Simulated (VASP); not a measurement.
In:

```
In
1.0
    -1.69471    1.69471    2.29737
     1.69471   -1.69471    2.29737
     1.69471    1.69471   -2.29737
In
1
Cartesian
  0.0000 0.0000 0.0000
```

| Item | Value |
| --- | --- |
| Program | VASP 6.6.1 |
| Task | relaxation of cell and atoms |
| Functional | PBEsol |
| Potentials or basis | VASP PAW PBE potentials, release 64 (In_d) |
| Cutoff | 600 eV |
| k mesh | 18 × 18 × 18 |
| Occupations | gaussian, width 0.1 eV |
| Spin | no spin polarisation |

At the start: pressure -1.4 GPa; volume 26.39 Å³/atom.

Problem. How do energy, volume and symmetry change on relaxing?

Solution. Over 13 steps the energy falls by 4.5 meV/atom and the volume is 25.61 Å³/atom (-3.0 %); space group I4/mmm (No. 139, to 0.1 Å) before, Fm-3m (No. 225, to 0.1 Å).

Step by step:
| step | energy change (eV) | largest force (eV/Å) | pressure (GPa) | volume (Å³) |
| --- | --- | --- | --- | --- |
| 1 | 0.0000 | 0.0000 | -1.37 | 26.39 |
| 2 | -0.0036 | 0.0000 | 0.08 | 25.54 |
| 3 | -0.0036 | 0.0000 | 0.00 | 25.57 |
| 4 | -0.0037 | 0.0000 | 0.02 | 25.57 |
| 5 | -0.0040 | 0.0000 | 0.01 | 25.59 |
| 6 | -0.0044 | 0.0000 | -0.02 | 25.61 |
| 7 | -0.0043 | 0.0000 | -0.08 | 25.64 |
| 8 | -0.0045 | 0.0000 | 0.06 | 25.62 |
| 9 | -0.0045 | 0.0000 | -0.02 | 25.62 |
| 10 | -0.0045 | 0.0000 | 0.08 | 25.57 |
| 11 | -0.0045 | 0.0000 | 0.02 | 25.60 |
| 12 | -0.0045 | 0.0000 | 0.01 | 25.61 |
| 13 | -0.0045 | 0.0000 | -0.02 | 25.61 |

Final structure:
```
In
1.0
    -1.65675    1.65675    2.33251
     1.65675   -1.65675    2.33251
     1.65675    1.65675   -2.33251
In
1
Direct
  0.00000 0.00000 0.00000
```

Caveat: the PAW data sets were made with another functional, which shifts forces and pressure a little.
